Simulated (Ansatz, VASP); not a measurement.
TePb: VASP beside Ansatz

```
CELL_PARAMETERS angstrom
0.00000 3.23100 3.23100
3.23100 0.00000 3.23100
3.23100 3.23100 0.00000
ATOMIC_POSITIONS crystal
Pb 0.00000 0.00000 0.00000
Te 0.50000 0.50000 0.50000
```

Alike in both runs: task relaxation of cell and atoms; functional LDA; k mesh 7 × 7 × 7; occupations fermi-dirac, width 0.05 eV; no spin polarisation.

```csv
,VASP,Ansatz
version,VASP 6.6.1,Ansatz 0.2.0
potentials or method,"VASP PAW LDA potentials, release 64 (Pb_d, Te), cutoff 600 eV","all-electron LAPW, scalar-relativistic"
```

|  | VASP | Ansatz | Ansatz less VASP |
| --- | --- | --- | --- |
| relaxed volume (Å³/atom) | 32.52 | 32.49 | -0.039 |
| relaxed cell length with the largest relative difference (Å) | 4.514 | 4.512 | -0.0018 |

LDA's correlation is that of Perdew and Zunger in VASP and of Perdew and Wang (1992) in Ansatz. Ansatz ran all-electron here, and VASP with PAW potentials.

Spin-orbit coupling is off throughout.
